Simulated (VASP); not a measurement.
A run of VASP 6.6.1 is set up as follows.

The input INCAR:

```
SYSTEM = KI
ALGO = Normal
EDIFF = 1E-6
ENCUT = 520
GGA = PE
GGA_COMPAT = .False.
ISIF = 2
ISMEAR = 0
LASPH = .True.
LCHARG = .False.
LORBIT = 11
LORBMOM = .True.
LREAL = .False.
LSORBIT = .True.
LWAVE = .False.
MAGMOM = 0 0 0 0 0 0
NBANDS = 28
NELM = 150
PREC = Accurate
SIGMA = 0.01
```

File KPOINTS:

```
k-points
0
Gamma
  6 6 6
  0 0 0
```

Contents of POSCAR:

```
KI
1.0
    0.0000000000      3.5442847980      3.5442847980
    3.5442847980      0.0000000000      3.5442847980
    3.5442847980      3.5442847980      0.0000000000
K I
1 1
Direct
    0.0000000000      0.0000000000      0.0000000000
    0.5000000000      0.5000000000      0.5000000000
```

Potentials or basis: VASP PAW PBE potentials, release 64 (K_sv, I).

Command:

```console
$ cat potpaw_PBE.64/K_sv/POTCAR potpaw_PBE.64/I/POTCAR > POTCAR
$ mpirun -np 1 vasp_ncl > vasp.out
```

Question: What does it give for the pressure?

Answer: 0.5 GPa.

Question: What does it give for the net moment?

Answer: 0.00 μB per cell.

Moments on the atoms (μB; x, y, z):
```
K   0.00 0.00 0.00
I   0.00 0.00 0.00
```
